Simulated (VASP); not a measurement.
Runs of VASP 6.6.1 on Se. The structure is that of space group Pm-3m (No. 221), or close to it. The cells are those of the table. 

```tsv
task	cell	k mesh	cutoff (eV)	smearing	gap on the mesh (eV)	pressure (GPa)	relaxed volume (Å³/atom)
single point	a = 2.830 Å, angles 90.1°, 1 atom	15 × 15 × 15	520	gaussian 0.1 eV	none	0.0	-
single point	a = 2.831 Å, 1 atom	15 × 15 × 15	520	fermi-dirac 0.15 eV	none	0.0	-
relaxation of cell and atoms	relaxed from a = 2.838 Å, angles 91.4°, 1 atom	15 × 15 × 15	600	gaussian 0.1 eV	none	0.0	22.65
single point	a = 2.838 Å, angles 91.4°, 1 atom	9 × 9 × 9	520	gaussian 0.1 eV	none	-0.1	-
relaxation of cell and atoms	relaxed from a = 2.830 Å, angles 90.1°, 1 atom	15 × 15 × 15	600	fermi-dirac 0.15 eV	none	0.0	(a)
```

Alike in all rows: level PBE; potentials or basis VASP PAW PBE potentials, release 64 (Se); no spin polarisation.

**Question.** Fill in the values left out.

**Answer.** (a) 22.71.

A k mesh can miss the band edges, and the runs leave out spin-orbit coupling on Se.

A gap of «none» marks levels without a gap at the run's occupations.
